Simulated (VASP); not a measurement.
Input of a VASP 6.6.1 run:

Contents of INCAR:

```
  ALGO = Normal
  EDIFF = 1E-6
  ENCUT = 520
  ISIF = 2
  ISMEAR = 0
  LASPH = T
  LCHARG = F
  LREAL = F
  LWAVE = F
  NBANDS = 26
  NELM = 60
  PREC = Accurate
  SIGMA = 0.01
```

File KPOINTS:

```
k-points
0
Gamma
  9 9 6
```

File POSCAR:

```
ZnS
1.0
    3.7381765707      0.0000000000      0.0000000000
   -1.8690882854      3.2373558741      0.0000000000
    0.0000000000      0.0000000000      6.1427593467
Zn S
2 2
Direct
    0.3333333333      0.6666666667     -0.0088744594
    0.6666666667      0.3333333333      0.4911255406
    0.3333333333      0.6666666667      0.3838744594
    0.6666666667      0.3333333333      0.8838744594
```

Potentials or basis: VASP PAW LDA potentials, release 64 (Zn, S).

The run is started by

```sh
$ cat potpaw_LDA.64/Zn/POTCAR potpaw_LDA.64/S/POTCAR > POTCAR
$ mpirun -np 1 vasp_std > vasp.out
```

(1) Predict the largest force.

(2) Predict the pressure.

## Answers

(1) 0.591 eV/Å.

(2) 0.8 GPa.
